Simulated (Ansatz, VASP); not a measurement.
# One calculation of Sn, two programs

```
Sn
1.0
    -2.94014    2.94014    1.59930
     2.94014   -2.94014    1.59930
     2.94014    2.94014   -1.59930
Sn
2
Direct
  0.75000 0.25000 0.50000
  0.00000 0.00000 0.00000
```

Alike in both runs: task relaxation of cell and atoms; functional PBEsol; k mesh 14 × 14 × 14; occupations gaussian, width 0.1 eV; no spin polarisation.

```csv
,VASP,Ansatz
version,VASP 6.6.1,Ansatz 0.2.0
potentials or method,"VASP PAW PBE potentials, release 64 (Sn_d), cutoff 600 eV","scalar-relativistic, plane waves, PAW"
valence electrons in the cell,28,28
```

```tsv
	VASP	Ansatz	Ansatz less VASP
gap on the k mesh at the Fermi level, each at its own relaxed structure (eV)	none	none	-
relaxed volume (Å³/atom)	26.87	26.88	+0.003
relaxed cell length with the largest relative difference (Å)	4.409	4.411	+0.0013
```

VASP's potentials were made for PBE, not for PBEsol. A gap of «none» marks a metal or a gap that the smearing closes.
